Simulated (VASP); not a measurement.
# Mo2Ru3 (P-6m2) in VASP: notebook

Runs on Mo2Ru3. Level: PBE. Tasks: single point, relaxation of cell and atoms.

All numbers are computed with VASP 6.6.1; they aren't measurements. Logs are shortened: lines on timing, memory, paths and dates and some standing lists are left out, and cuts for length are marked.

### 1 The cell of the first run

The structure is hexagonal, space group P-6m2 (No. 187). Conventional cell: a = 2.761 Å, b = 2.761 Å, c = 22.074 Å, α = 90.00°, β = 90.00°, γ = 120.00°. Within 3.6 Å of Mo (site symmetry 3m) lie 6 Ru at 2.73 to 2.75 Å and 6 Mo at 2.76 Å. Within 3.6 Å of Mo (site symmetry 3m) lie 6 Ru at 2.73 to 2.74 Å and 6 Mo at 2.76 Å. Within 3.5 Å of Ru (site symmetry -6m2) lie 12 Ru at 2.67 to 2.76 Å. Ru (site symmetry 3m) has 9 Ru at 2.67 to 2.76 Å and 3 Mo at 2.73 Å within 3.5 Å. Within 3.6 Å of Ru (site symmetry 3m) lie 6 Mo at 2.73 to 2.75 Å and 6 Ru at 2.76 Å. Within 3.6 Å of Ru (site symmetry -6m2) lie 6 Mo at 2.74 Å and 6 Ru at 2.76 Å.

### 2 Single point, PBE

INCAR reads:

```
PREC = Accurate
ENCUT = 520
EDIFF = 1E-6
ISMEAR = 0
SIGMA = 0.2
LREAL = F
LASPH = T
NELM = 60
ALGO = Fast
ISIF = 2
LWAVE = F
LCHARG = T
GGA = PE
LELF = T
LVHAR = T
NBANDS = 81
```

KPOINTS reads:

```
regular mesh
0
Gamma
  12 12 1
```

POSCAR reads:

```
Mo2Ru3
1.0
    2.7605593958      0.0000000000      0.0000000000
   -1.3802796979      2.3907145654      0.0000000000
    0.0000000000      0.0000000000     22.0738844384
Mo Ru
4 6
Direct
    0.3333333333      0.6666666667      0.1971353560
    0.3333333333      0.6666666667      0.3990676079
    0.3333333333      0.6666666667      0.6009323921
    0.3333333333      0.6666666667      0.8028646440
    0.3333333333      0.6666666667      0.0000000000
    0.6666666667      0.3333333333      0.0969044950
    0.6666666667      0.3333333333      0.2984187951
    0.6666666667      0.3333333333      0.5000000000
    0.6666666667      0.3333333333      0.7015812049
    0.6666666667      0.3333333333      0.9030955050
```

Potentials or basis: VASP PAW PBE potentials, release 64 (Mo_sv, Ru_pv).

Run with:

```sh
$ cat potpaw_PBE.64/Mo_sv/POTCAR potpaw_PBE.64/Ru_pv/POTCAR > POTCAR
$ mpirun -np 1 vasp_std > vasp.out
```

OUTCAR:

```text
PREC = Accurate
   ENCUT = 520
   EDIFF = 1E-6
   ISMEAR = 0
   LREAL = F
   LASPH = T
   NELM = 60
   ISIF = 2
   GGA = PE

 ion  position               nearest neighbor table
   1  0.333  0.667  0.197-   6 2.73   6 2.73   6 2.73   7 2.75   7 2.75   7 2.75
   2  0.333  0.667  0.399-   7 2.73   7 2.73   7 2.73   8 2.74   8 2.74   8 2.74
   3  0.333  0.667  0.601-   9 2.73   9 2.73   9 2.73   8 2.74   8 2.74   8 2.74
   4  0.333  0.667  0.803-  10 2.73  10 2.73  10 2.73   9 2.75   9 2.75   9 2.75
   5  0.333  0.667  0.000-   6 2.67  10 2.67   6 2.67  10 2.67   6 2.67  10 2.67
   6  0.667  0.333  0.097-   5 2.67   5 2.67   5 2.67   1 2.73   1 2.73   1 2.73
   7  0.667  0.333  0.298-   2 2.73   2 2.73   2 2.73   1 2.75   1 2.75   1 2.75
   8  0.667  0.333  0.500-   2 2.74   3 2.74   2 2.74   3 2.74   2 2.74   3 2.74
   9  0.667  0.333  0.702-   3 2.73   3 2.73   3 2.73   4 2.75   4 2.75   4 2.75
  10  0.667  0.333  0.903-   5 2.67   5 2.67   5 2.67   4 2.73   4 2.73   4 2.73

  LATTYP: Found a hexagonal cell.
 ALAT       =     2.7605593958
 C/A-ratio  =     7.9961635573

  Lattice vectors:

 A1 = (   2.7605593958,   0.0000000000,   0.0000000000)
 A2 = (  -1.3802796979,   2.3907145654,   0.0000000000)
 A3 = (   0.0000000000,   0.0000000000,  22.0738844384)

Analysis of symmetry for initial positions (statically):
=====================================================================
 Subroutine PRICEL returns:
 Original cell was already a primitive cell.

 Routine SETGRP: Setting up the symmetry group for a
 hexagonal supercell.

 Subroutine GETGRP returns: Found 12 space group operations
 (whereof 12 operations were pure point group operations)
 out of a pool of 24 trial point group operations.

The static configuration has the point symmetry D_3h.

Analysis of symmetry for dynamics (positions and initial velocities):
=====================================================================
 Subroutine PRICEL returns:
 Original cell was already a primitive cell.

 Routine SETGRP: Setting up the symmetry group for a
 hexagonal supercell.

 Subroutine GETGRP returns: Found 12 space group operations
 (whereof 12 operations were pure point group operations)
 out of a pool of 24 trial point group operations.

The dynamic configuration has the point symmetry D_3h.

 Subroutine INISYM returns: Found 12 space group operations
 (whereof 12 operations are pure point group operations),
 and found     1 'primitive' translations

[... 112 lines left out ...]
   POTIM  = 0.5000    time-step for ionic-motion
   TEBEG  =    0.0;   TEEND  =   0.0 temperature during run
   PSTRESS=    0.0 pullay stress
   NELECT =     140.0000    total number of electrons
   NUPDOWN=      -1.0000    fix difference up-down
   EMIN   =  10.00;   EMAX   =-10.00  energy-range for DOS
   EFERMI =   0.00;   METHOD = LEGACY
   ISMEAR =     0;   SIGMA  =   0.20  broadening in eV -4-tet -1-fermi 0-gaus
   EFERMI_NEDOS =   21; number of points for ismear=-14 and -15
   IALGO  =     68    algorithm
   IMIX   =      4    mixing-type and parameters
     AMIX     =   0.40;   BMIX     =  1.00
     AMIX_MAG =   1.60;   BMIX_MAG =  1.00
  volume/ion in A,a.u.               =      14.57        98.31
  Fermi-wavevector in a.u.,A,eV,Ry     =   1.615535  3.052918 35.510562  2.609953
  Thomas-Fermi vector in A             =   2.710267
   LORBIT       =      0    0 simple, 1 ext, 2 COOP (PROOUT), +10 PAW based schemes
   GGA     = PE    functional components
   LHFCALC =     F    Hartree Fock is set to
   AEXX    =    0.0000 exact exchange contribution
   IVDW    =     0    specifies the selected vdW correction
   LEPSILON=     F    determine dielectric tensor
   LRPA    =     F    only Hartree local field effects (RPA)
 non-spin polarized calculation
 RMM-DIIS sequential band-by-band and
 Gauss-broadening in eV      SIGMA  =   0.20
  energy-cutoff  :      520.00
  volume of cell :      145.68
 maximum number of plane-waves:      3943
 NGX is ok and might be reduce to    24
   NGX = 11   NGY = 11   NGZ = 83

 number of electron     140.0000009 magnetization

 Free energy of the ion-electron system (eV)
  ---------------------------------------------------
  ext. energy  EPLUGINS =         0.00000000
  ---------------------------------------------------
  free energy    TOTEN  =       -98.61832824 eV

  energy without entropy =      -98.42448566  energy(sigma->0) =      -98.52140695

 E-fermi :  12.2567     XC(G=0): -13.7222

 val. band max:       12.2387102584   @ k =   0.2500   0.0833   0.0000
 cond. band min:      12.2749573441   @ k =   0.0000   0.0000   0.0000
 fundamental gap:      0.0362470857
 Fermi energy:        12.2566616168

 k-point     1 :       0.0000    0.0000    0.0000
  band No.  band energies     occupation
      1     -48.5560      2.00000
      2     -48.5550      2.00000
      3     -48.5460      2.00000
      4     -48.5460      2.00000
      5     -31.0220      2.00000
      6     -30.5503      2.00000
[... 1585 lines left out ...]
     80      14.6893      0.00000
     81      14.7889      0.00000

------------------------ aborting loop because EDIFF is reached ----------------------------------------

  FORCE on cell =-STRESS in cart. coord.  units (eV):
  Direction    XX          YY          ZZ          XY          YZ          ZX
  --------------------------------------------------------------------------------------
  -------------------------------------------------------------------------------------
  Total        0.2245569      0.2245569      0.4998184      0.0000000      0.0000000     -0.0000000
  in kB        2.4696383      2.4696383      5.4969178      0.0000000      0.0000000     -0.0000000
  external PRESSURE =       3.4787315 kB  Pullay stress =       0.0000000 kB

 VOLUME and BASIS-vectors are now :
 -----------------------------------------------------------------------------
  energy-cutoff  :      520.00
  volume of cell :      145.68
      direct lattice vectors                 reciprocal lattice vectors
     2.760559396  0.000000000  0.000000000     0.362245421  0.209142491  0.000000000
    -1.380279698  2.390714565  0.000000000     0.000000000  0.418284982  0.000000000
     0.000000000  0.000000000 22.073884438     0.000000000  0.000000000  0.045302403

 POSITION                                       TOTAL-FORCE (eV/Angst)
 -----------------------------------------------------------------------------------
     -0.00000      1.59381      4.35154        -0.000000     -0.000000     -0.065792
     -0.00000      1.59381      8.80897         0.000000     -0.000000     -0.033076
     -0.00000      1.59381     13.26491         0.000000     -0.000000      0.033076
     -0.00000      1.59381     17.72234        -0.000000      0.000000      0.065792
     -0.00000      1.59381      0.00000        -0.000000      0.000000      0.000000
      1.38028      0.79690      2.13906        -0.000000      0.000000      0.046254
      1.38028      0.79690      6.58726         0.000000      0.000000      0.067555
      1.38028      0.79690     11.03694        -0.000000      0.000000      0.000000
      1.38028      0.79690     15.48662         0.000000      0.000000     -0.067555
      1.38028      0.79690     19.93483        -0.000000      0.000000     -0.046254
 -----------------------------------------------------------------------------------
    total drift:                                0.000000     -0.000000      0.000000

  FREE ENERGIE OF THE ION-ELECTRON SYSTEM (eV)
  ---------------------------------------------------
  free  energy   TOTEN  =       -98.6183282385 eV

  energy  without entropy=      -98.4244856601  energy(sigma->0) =      -98.52140695
```

It took 6 min on 1 thread of Intel Xeon 6975P-C (Granite Rapids), shared host; peak memory 0.41 GiB.

What came out:

```
Free energy            : -98.6183 eV
Pressure               : 0.3 GPa
Largest force          : 0.068 eV/Å
Band gap on the k mesh : zero (band 70 reaches 13.64 eV, above the bottom of band 71 at 11.44 eV)
```

Forces in eV/Å, atoms in the order of the input:
```
Mo   0.000  0.000 -0.066
Mo   0.000  0.000 -0.033
Mo   0.000  0.000  0.033
Mo   0.000  0.000  0.066
Ru   0.000  0.000  0.000
Ru   0.000  0.000  0.046
Ru   0.000  0.000  0.068
Ru   0.000  0.000  0.000
Ru   0.000  0.000 -0.068
Ru   0.000  0.000 -0.046
```

### 3 Relaxation of cell and atoms, PBE

This run uses another cell than the first one, of 15.22 Å³/atom, 1.045 times its volume.

INCAR reads:

```
SYSTEM = Mo2Ru3
ALGO = Fast
EDIFF = 1E-7
EDIFFG = -0.04
ENCUT = 600
GGA = PE
IBRION = 2
ISIF = 3
ISMEAR = 0
LASPH = .TRUE.
LCHARG = .FALSE.
LREAL = .FALSE.
LWAVE = .FALSE.
NELM = 60
NSW = 90
PREC = Accurate
SIGMA = 0.1
```

KPOINTS reads:

```
k-points
0
G
  6 6 1
  0 0 0
```

POSCAR reads:

```
Mo2Ru3
1.0
    2.8146100700      0.0000000000      0.0000000000
   -1.4073050400      2.4375238200      0.0000000000
    0.0000000000      0.0000000000     22.1820755300
Mo Ru
4 6
Direct
    0.3333333300      0.6666666700      0.2000000000
    0.3333333300      0.6666666700      0.4000000000
    0.3333333300      0.6666666700      0.6000000000
    0.3333333300      0.6666666700      0.8000000000
    0.3333333300      0.6666666700      0.0000000000
    0.6666666700      0.3333333300      0.1000000000
    0.6666666700      0.3333333300      0.3000000000
    0.6666666700      0.3333333300      0.5000000000
    0.6666666700      0.3333333300      0.7000000000
    0.6666666700      0.3333333300      0.9000000000
```

Potentials or basis: VASP PAW PBE potentials, release 64 (Mo_sv, Ru_pv).

Run with:

```sh
$ cat potpaw_PBE.64/Mo_sv/POTCAR potpaw_PBE.64/Ru_pv/POTCAR > POTCAR
$ mpirun -np 1 vasp_std > vasp.out
```

It took 25 min on 1 thread of Intel Xeon 6975P-C (Granite Rapids), shared host; peak memory 0.38 GiB.

The run converged. Its results:

| Property | Result |
| --- | --- |
| Free energy | -98.4087 eV |
| Relaxed volume | 14.58 Å³/atom |
| Relaxed cell | a = 2.756 Å, b = 2.756 Å, c = 22.165 Å, α = 90.00°, β = 90.00°, γ = 120.00° |
| Space group after relaxing (to 0.05 Å) | P-6m2 (No. 187) |
| Energy gained by relaxing | 30.8 meV/atom |
| Ionic steps | 16 |
| Pressure after relaxing | 0.1 GPa |
| Largest force after relaxing | 0.032 eV/Å |
| Band gap on the k mesh | zero (band 70 reaches 13.74 eV, above the bottom of band 71 at 11.48 eV) |

Forces on the atoms (eV/Å):
```
Mo   0.000  0.000 -0.016
Mo   0.000  0.000 -0.017
Mo   0.000  0.000  0.017
Mo   0.000  0.000  0.016
Ru   0.000  0.000  0.000
Ru   0.000  0.000  0.032
Ru   0.000  0.000 -0.016
Ru   0.000  0.000  0.000
Ru   0.000  0.000  0.016
Ru   0.000  0.000 -0.032
```

Stress tensor (GPa, compression positive):
```
0.08 0.00 0.00
0.00 0.08 0.00
0.00 0.00 0.27
```

Step by step:
```tsv
step	energy change (eV)	largest force (eV/Å)	pressure (GPa)	volume (Å³)
1	0.0000	0.5672	-10.56	152.18
2	1.3080	0.4103	38.08	131.12
3	-0.2446	0.5264	0.22	145.83
4	-0.2450	0.5241	0.66	145.60
5	-0.2832	0.2826	0.16	145.77
6	-0.2832	0.2873	0.15	145.76
7	-0.2949	0.1534	-0.36	146.04
8	-0.2992	0.1327	-0.90	146.36
9	-0.2990	0.1730	1.51	145.13
10	-0.3019	0.1522	0.27	145.75
11	-0.3048	0.1215	0.16	145.79
12	-0.3058	0.0903	0.04	145.83
13	-0.3074	0.0460	-0.15	145.93
14	-0.3076	0.0479	-0.22	145.97
15	-0.3076	0.0148	0.53	145.58
16	-0.3079	0.0320	0.15	145.78
```

Final structure:
```cif
data_structure
_symmetry_space_group_name_H-M 'P 1'
_symmetry_Int_Tables_number 1
_cell_length_a 2.7558
_cell_length_b 2.7558
_cell_length_c 22.1650
_cell_angle_alpha 90.000
_cell_angle_beta 90.000
_cell_angle_gamma 120.000
_cell_volume 145.78
loop_
_atom_site_label
_atom_site_type_symbol
_atom_site_fract_x
_atom_site_fract_y
_atom_site_fract_z
_atom_site_occupancy
Mo1 Mo 0.33333 0.66667 0.19641 1
Mo2 Mo 0.33333 0.66667 0.39893 1
Mo3 Mo 0.33333 0.66667 0.60107 1
Mo4 Mo 0.33333 0.66667 0.80359 1
Ru1 Ru 0.33333 0.66667 0.00000 1
Ru2 Ru 0.66667 0.33333 0.09779 1
Ru3 Ru 0.66667 0.33333 0.29918 1
Ru4 Ru 0.66667 0.33333 0.50000 1
Ru5 Ru 0.66667 0.33333 0.70082 1
Ru6 Ru 0.66667 0.33333 0.90221 1
```

Levels at points of the mesh, in eV from the Fermi level:
| k point | band 65 | band 66 | band 67 | band 68 | band 69 | band 70 | band 71 | band 72 | band 73 | band 74 |
| --- | --- | --- | --- | --- | --- | --- | --- | --- | --- | --- |
| (0.00, 0.00, 0.00) | -1.28 | -1.12 | -1.12 | -1.05 | -1.05 | -0.67 | -0.67 | -0.62 | -0.62 | -0.02 |
| (0.50, 0.00, 0.00) | 0.23 | 0.36 | 0.84 | 0.92 | 1.19 | 1.48 | 1.63 | 1.64 | 1.70 | 1.76 |

Caveat: the k points lie up to 0.44 Å⁻¹ apart in the final cell.
